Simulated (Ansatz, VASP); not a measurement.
**Two plane-wave programs on La**

```
La
1.0
     3.15804    0.00000    0.00000
     0.00000    3.15804    0.00000
     0.00000    0.00000    3.55552
La
1
Direct
  0.50000 0.50000 0.00000
```

Alike in both runs: functional PBE; k mesh 4 × 4 × 8; occupations gaussian, width 0.1 eV; no spin polarisation.

Ansatz relaxed the structure, and its values are those at the end. VASP's run is a single point on that final structure, the one shown.

|  | VASP | Ansatz |
| --- | --- | --- |
| version | VASP 6.6.1 | Ansatz 0.2.0 |
| potentials or method | VASP PAW PBE potentials, release 64 (La), cutoff 520 eV | scalar-relativistic, plane waves, PAW |
| valence electrons in the cell | 11 | 11 |

|  | VASP | Ansatz | Ansatz less VASP |
| --- | --- | --- | --- |
| gap on the k mesh at the Fermi level (eV) | none | none | - |
| pressure (GPa) | 0.0 | 0.0 | -0.04 |

A gap of «none» marks a metal or a gap that the smearing closes. With one functional, cell and mesh, what is left measures potentials, basis and numerics.

The k mesh is coarse, so the values compare programs but aren't converged. Spin-orbit coupling is off throughout.
